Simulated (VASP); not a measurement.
# ZnSe (Stilleite) (F-43m) in VASP: further runs

Runs on ZnSe (Stilleite). Level: PBE. Tasks: dielectric tensor, electric field gradients.

Program: VASP 6.6.1. These are calculated values, not measurements. Logs are shortened: lines on timing, memory, paths and dates and some standing lists are left out, and cuts for length are marked.

### Step 1. The cell of the first run

It takes space group F-43m (No. 216, cubic). The conventional cell has a = 5.668 Å, b = 5.668 Å, c = 5.668 Å, α = 90.00°, β = 90.00°, γ = 90.00°. Within 3.2 Å of Zn (site symmetry -43m) lie 4 Se at 2.45 Å. Se (site symmetry -43m) has 4 Zn at 2.45 Å within 3.2 Å.

### Step 2. Dielectric tensor, PBE

The input, INCAR:

```
PREC     = Accurate       # precision mode
ENCUT    = 520            # plane-wave cutoff, eV
EDIFF    = 1E-8           # SCF threshold, eV
ISMEAR   = 0              # smearing method
SIGMA    = 0.01           # smearing width, eV
LREAL    = False          # projectors in reciprocal space
LASPH    = True           # aspherical terms in the spheres
NELM     = 60             # most SCF steps
ALGO     = Normal         # electronic algorithm
ISIF     = 2              # what is computed and relaxed
LWAVE    = False          # write WAVECAR
LCHARG   = False          # write CHGCAR
GGA      = PE             # functional
LEPSILON = True           # dielectric tensor by DFPT
```

The input, KPOINTS:

```
regular mesh
0
Gamma
  9 9 9
```

The input, POSCAR:

```
ZnSe
1.0
    0.0000000000      2.8338000000      2.8338000000
    2.8338000000      0.0000000000      2.8338000000
    2.8338000000      2.8338000000      0.0000000000
Zn Se
1 1
Direct
    0.0000000000      0.0000000000      0.0000000000
    0.2500000000      0.2500000000      0.2500000000
```

Potentials or basis: VASP PAW PBE potentials, release 64 (Zn, Se).

The run is started by

```console
> cat potpaw_PBE.64/Zn/POTCAR potpaw_PBE.64/Se/POTCAR > POTCAR
> mpirun -np 1 vasp_std > vasp.out
```

OUTCAR:

```text
PREC = Accurate
   ENCUT = 520
   EDIFF = 1E-8
   ISMEAR = 0
   LREAL = False
   LASPH = True
   NELM = 60
   ISIF = 2
   GGA = PE
   LEPSILON = True

 ion  position               nearest neighbor table
   1  0.000  0.000  0.000-   2 2.45   2 2.45   2 2.45   2 2.45
   2  0.250  0.250  0.250-   1 2.45   1 2.45   1 2.45   1 2.45

  LATTYP: Found a face centered cubic cell.
 ALAT       =     5.6676000000

  Lattice vectors:

 A1 = (   0.0000000000,   2.8338000000,   2.8338000000)
 A2 = (   2.8338000000,   0.0000000000,   2.8338000000)
 A3 = (   2.8338000000,   2.8338000000,   0.0000000000)

Analysis of symmetry for initial positions (statically):
=====================================================================
 Subroutine PRICEL returns:
 Original cell was already a primitive cell.

 Routine SETGRP: Setting up the symmetry group for a
 face centered cubic supercell.

 Subroutine GETGRP returns: Found 24 space group operations
 (whereof 24 operations were pure point group operations)
 out of a pool of 48 trial point group operations.

The static configuration has the point symmetry T_d .

Analysis of symmetry for dynamics (positions and initial velocities):
=====================================================================
 Subroutine PRICEL returns:
 Original cell was already a primitive cell.

 Routine SETGRP: Setting up the symmetry group for a
 face centered cubic supercell.

 Subroutine GETGRP returns: Found 24 space group operations
 (whereof 24 operations were pure point group operations)
 out of a pool of 48 trial point group operations.

The dynamic configuration has the point symmetry T_d .

 Subroutine INISYM returns: Found 24 space group operations
 (whereof 24 operations are pure point group operations),
 and found     1 'primitive' translations

----------------------------------------------------------------------------------------

                                     Primitive cell

  volume of cell :      45.5132

  direct lattice vectors                    reciprocal lattice vectors
     0.000000000  2.833800000  2.833800000    -0.176441527  0.176441527  0.176441527
     2.833800000  0.000000000  2.833800000     0.176441527 -0.176441527  0.176441527
     2.833800000  2.833800000  0.000000000     0.176441527  0.176441527 -0.176441527

  length of vectors
     4.007598393  4.007598393  4.007598393     0.305605690  0.305605690  0.305605690

  position of ions in fractional coordinates (direct lattice)
     0.000000000  0.000000000  0.000000000
     0.250000000  0.250000000  0.250000000

  ion indices of the primitive-cell ions
   primitive index   ion index
                 1           1
                 2           2

----------------------------------------------------------------------------------------

 KPOINTS: regular mesh

Automatic generation of k-mesh.
 Grid dimensions read from file:
 generate k-points for:    9    9    9

 Generating k-lattice:

  Cartesian coordinates                     Fractional coordinates (reciprocal lattice)
    -0.019604614  0.019604614  0.019604614     0.111111111  0.000000000  0.000000000
     0.019604614 -0.019604614  0.019604614     0.000000000  0.111111111  0.000000000
     0.019604614  0.019604614 -0.019604614     0.000000000  0.000000000  0.111111111

  Length of vectors
     0.033956188  0.033956188  0.033956188

  Shift w.r.t. Gamma in fractional coordinates (k-lattice)
     0.000000000  0.000000000  0.000000000

 Subroutine IBZKPT returns following result:
 ===========================================

 Found     35 irreducible k-points:

 Following reciprocal coordinates:
            Coordinates               Weight
  0.000000  0.000000  0.000000      1.000000
[... 76 lines left out ...]
  volume of cell :       45.51
 maximum number of plane-waves:      1243
 NGX is ok and might be reduce to    30
   NGX = 15   NGY = 15   NGZ = 15

--------------------------------------- Ionic step        1  -------------------------------------------

 number of electron      18.0000012 magnetization

 E-fermi :   1.6809     XC(G=0):  -9.3218

 val. band max:        1.6127885560   @ k =   0.0000   0.0000   0.0000
 cond. band min:       2.9032890348   @ k =   0.0000   0.0000   0.0000
 fundamental gap:      1.2905004788
 Fermi energy:         1.6808696887

 k-point     1 :       0.0000    0.0000    0.0000
  band No.  band energies     occupation
      1     -11.6464      2.00000
      2      -4.9327      2.00000
      3      -4.9327      2.00000
      4      -4.9327      2.00000
      5      -4.5629      2.00000
      6      -4.5629      2.00000
      7       1.6128      2.00000
      8       1.6128      2.00000
      9       1.6128      2.00000
     10       2.9033      0.00000
     11       7.4136      0.00000
     12       7.4136      0.00000
     13       7.4136      0.00000
[... 354 lines left out ...]
  band No.  band energies     occupation
      1     -10.6271      2.00000
      2      -4.9036      2.00000
      3      -4.6895      2.00000
      4      -4.6895      2.00000
      5      -4.5160      2.00000
      6      -4.4263      2.00000
      7      -3.0027      2.00000
      8      -0.5209      2.00000
      9      -0.5209      2.00000
     10       4.6452      0.00000
     11       5.1346      0.00000
     12      12.0420      0.00000
     13      12.5063      0.00000

 [... further k-points ...]

  FORCE on cell =-STRESS in cart. coord.  units (eV):
  Direction    XX          YY          ZZ          XY          YZ          ZX
  --------------------------------------------------------------------------------------
  -------------------------------------------------------------------------------------
  Total        0.6666973      0.6666973      0.6666973      0.0000000     -0.0000000      0.0000000
  in kB       23.4693858     23.4693858     23.4693858      0.0000000     -0.0000000      0.0000000
  external PRESSURE =      23.4693858 kB  Pullay stress =       0.0000000 kB

 VOLUME and BASIS-vectors are now :
 -----------------------------------------------------------------------------
  energy-cutoff  :      520.00
  volume of cell :       45.51
      direct lattice vectors                 reciprocal lattice vectors
     0.000000000  2.833800000  2.833800000    -0.176441527  0.176441527  0.176441527
     2.833800000  0.000000000  2.833800000     0.176441527 -0.176441527  0.176441527
     2.833800000  2.833800000  0.000000000     0.176441527  0.176441527 -0.176441527

 POSITION                                       TOTAL-FORCE (eV/Angst)
 -----------------------------------------------------------------------------------
      0.00000      0.00000      0.00000         0.000000      0.000000     -0.000000
      1.41690      1.41690      1.41690        -0.000000     -0.000000      0.000000
 -----------------------------------------------------------------------------------
    total drift:                               -0.000001     -0.000001     -0.000001

  FREE ENERGIE OF THE ION-ELECTRON SYSTEM (eV)
  ---------------------------------------------------
  free  energy   TOTEN  =        -6.0205821807 eV

  energy  without entropy=       -6.0205821807  energy(sigma->0) =       -6.02058218

 HEAD OF MICROSCOPIC STATIC DIELECTRIC TENSOR (INDEPENDENT PARTICLE, excluding Hartree and local field effects)
 ------------------------------------------------------
           7.933718    -0.000000    -0.000000
           0.000000     7.933718    -0.000000
           0.000000     0.000000     7.933718
 ------------------------------------------------------

 Free energy of the ion-electron system (eV)
  ---------------------------------------------------
  ---------------------------------------------------
  free energy    TOTEN  =        -0.89544501 eV

  energy without entropy =       -0.89544501

------------------------ aborting loop because EDIFF is reached ----------------------------------------

--------------------------------------- Ionic step        2  -------------------------------------------

------------------------ aborting loop because EDIFF is reached ----------------------------------------

--------------------------------------- Ionic step        3  -------------------------------------------

 Free energy of the ion-electron system (eV)
  ---------------------------------------------------
  ---------------------------------------------------
  free energy    TOTEN  =        -0.89544494 eV

  energy without entropy =       -0.89544494

------------------------ aborting loop because EDIFF is reached ----------------------------------------

 PIEZOELECTRIC TENSOR FIELD DIRECTION 3  (e Angst)
 -----------------------------------------------------------------------------
    -0.00110 -1.99479  0.00000           (  0.00000  0.03526  0.00000)
    -1.99479 -0.00110  0.00000           (  0.03526  0.00000  0.00000)
     0.00000  0.00000  0.00012           (  0.00000  0.00000 -0.00000)

 PIEZOELECTRIC TENSOR FIELD DIRECTION 3  (C/m^2)
 -----------------------------------------------------------------------------
    -0.00039 -0.70222  0.00000
    -0.70222 -0.00039  0.00000
     0.00000  0.00000  0.00004

 MACROSCOPIC STATIC DIELECTRIC TENSOR (including local field effects in DFT)
 ------------------------------------------------------
           7.556230    -0.000000    -0.000000
          -0.000000     7.556230    -0.000000
           0.000000     0.000000     7.556230
 ------------------------------------------------------

 PIEZOELECTRIC TENSOR (including local field effects)  for field in x, y, z        (e  Angst)
          XX          YY          ZZ          XY          YZ          ZX
  --------------------------------------------------------------------------------
  x     0.00000    -0.00000     0.00000     0.00000    -2.01067     0.00000
  y     0.00000    -0.00000     0.00000     0.00000     0.00000    -2.01067
  z     0.00000    -0.00000    -0.00000    -2.01067     0.00000     0.00000

 PIEZOELECTRIC TENSOR (including local field effects)  for field in x, y, z        (C/m^2)
          XX          YY          ZZ          XY          YZ          ZX
  --------------------------------------------------------------------------------
  x     0.00000    -0.00000     0.00000     0.00000    -0.70781     0.00000
  y     0.00000    -0.00000     0.00000     0.00000     0.00000    -0.70781
  z     0.00000    -0.00000    -0.00000    -0.70781     0.00000     0.00000

 BORN EFFECTIVE CHARGES (including local field effects) (in |e|, cummulative output)
 ---------------------------------------------------------------------------------
 ion    1
    1     2.07116     0.00000     0.00000
    2    -0.00000     2.07116    -0.00000
    3     0.00000    -0.00000     2.07116
 ion    2
    1    -2.07116     0.00000    -0.00000
    2     0.00000    -2.07116     0.00000
    3    -0.00000     0.00000    -2.07116
```

It took 3.1 min on 1 thread of Intel Xeon 6975P-C (Granite Rapids), shared host; peak memory 0.33 GiB.

What came out:

```yaml
Band_gap_on_the_k_mesh: 1.29 eV, direct
Electronic_dielectric_tensor_diagonal: 7.56
Born_charges_mean_of_the_diagonal: Zn +2.07; Se -2.07 e
```

Electronic dielectric tensor:
```
7.56 0.00 0.00
0.00 7.56 0.00
0.00 0.00 7.56
```

Born effective charge tensors (e):
atom 1, Zn
```
2.07 0.00 0.00
0.00 2.07 0.00
0.00 0.00 2.07
```
atom 2, Se
```
-2.07  0.00  0.00
 0.00 -2.07  0.00
 0.00  0.00 -2.07
```

(Part 1 of 2 ends here.)
